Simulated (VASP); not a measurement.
The system is Pt.

```xyz
2
Lattice="2.7607 0.0000 0.0000 -1.3803 2.3908 0.0000 0.0000 0.0000 4.7921" Properties=species:S:1:pos:R:3 pbc="T T T"
Pt    1.3803    0.7969    3.5941
Pt    0.0000    1.5939    1.1980
```

- Program: VASP 6.6.1
- Task: relaxation of cell and atoms
- Functional: LDA
- Potentials or basis: VASP PAW LDA potentials, release 64 (Pt)
- Cutoff: 600 eV
- k mesh: 11 × 11 × 6
- Occupations: methfessel-paxton, width 0.1 eV
- Spin: no spin polarisation

At the start: pressure -15.1 GPa; volume 15.81 Å³/atom.

Problem. Where does the relaxation end?

Solution. Over 9 steps the energy falls by 46.3 meV/atom and the volume is 14.90 Å³/atom (-5.8 %); space group P6_3/mmc (No. 194, to 0.05 Å).

Step by step:
```tsv
step	energy change (eV)	largest force (eV/Å)	pressure (GPa)	volume (Å³)
1	0.0000	0.0000	-15.11	31.63
2	0.8276	0.0000	76.96	25.28
3	-0.0903	0.0000	-1.11	29.93
4	-0.0907	0.0000	-0.27	29.85
5	-0.0907	0.0000	0.08	29.82
6	-0.0926	0.0000	0.15	29.78
7	-0.0926	0.0000	0.14	29.78
8	-0.0926	0.0000	-0.35	29.83
9	-0.0926	0.0000	0.00	29.79
```

Final structure:
```xyz
2
Lattice="2.7161 0.0000 0.0000 -1.3581 2.3523 0.0000 0.0000 0.0000 4.6628" Properties=species:S:1:pos:R:3 pbc="T T T"
Pt    1.3581    0.7841    3.4971
Pt    0.0000    1.5682    1.1657
```
